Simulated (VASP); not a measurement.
Crystal: W.

```xyz
1
Lattice="2.5771 0.0000 0.0000 0.0000 2.5771 0.0000 0.0000 0.0000 2.5771" Properties=species:S:1:pos:R:3 pbc="T T T"
W     0.0000    0.0000    0.0000
```

| Property | Result |
| --- | --- |
| Program | VASP 6.6.1 |
| Task | relaxation of cell and atoms |
| Functional | revPBE |
| Potentials or basis | VASP PAW PBE potentials, release 64 (W_sv) |
| Cutoff | 600 eV |
| k mesh | 12 × 12 × 12 |
| Occupations | fermi-dirac, width 0.1 eV |
| Spin | no spin polarisation |

At the start: pressure 20.9 GPa; volume 17.12 Å³/atom.

Task: How do energy, volume and symmetry change on relaxing?

Result: Over 18 steps the energy falls by 88.9 meV/atom and the volume is 18.58 Å³/atom (+8.6 %); space group Pm-3m (No. 221, to 0.05 Å).

The path:
| step | energy change (eV) | largest force (eV/Å) | pressure (GPa) | volume (Å³) |
| --- | --- | --- | --- | --- |
| 1 | 0.0000 | 0.0000 | 20.91 | 17.12 |
| 2 | 0.4383 | 0.0000 | -29.46 | 23.27 |
| 3 | -0.0883 | 0.0000 | -1.56 | 18.72 |
| 4 | -0.0889 | 0.0000 | -0.16 | 18.59 |
| 5 | -0.0889 | 0.0000 | 0.19 | 18.56 |
| 6 | -0.0889 | 0.0000 | 0.22 | 18.56 |
| 7 | -0.0889 | 0.0000 | 0.26 | 18.57 |
| 8 | -0.0889 | 0.0000 | 0.18 | 18.57 |
| 9 | -0.0889 | 0.0000 | 0.17 | 18.57 |
| 10 | -0.0889 | 0.0000 | 0.17 | 18.57 |
| 11 | -0.0889 | 0.0000 | 0.18 | 18.57 |
| 12 | -0.0889 | 0.0000 | 0.18 | 18.57 |
| 13 | -0.0889 | 0.0000 | 0.18 | 18.57 |
| 14 | -0.0889 | 0.0000 | 0.19 | 18.57 |
| 15 | -0.0889 | 0.0000 | 0.20 | 18.57 |
| 16 | -0.0889 | 0.0000 | 0.15 | 18.57 |
| 17 | -0.0889 | 0.0000 | 0.11 | 18.57 |
| 18 | -0.0889 | 0.0000 | 0.01 | 18.58 |

Final structure:
```xyz
1
Lattice="2.6486 0.0000 0.0000 0.0000 2.6486 0.0000 0.0000 0.0000 2.6486" Properties=species:S:1:pos:R:3 pbc="T T T"
W     0.0000    2.6486    0.0000
```

Caveat: the PAW data sets were made with another functional, which shifts forces and pressure a little.
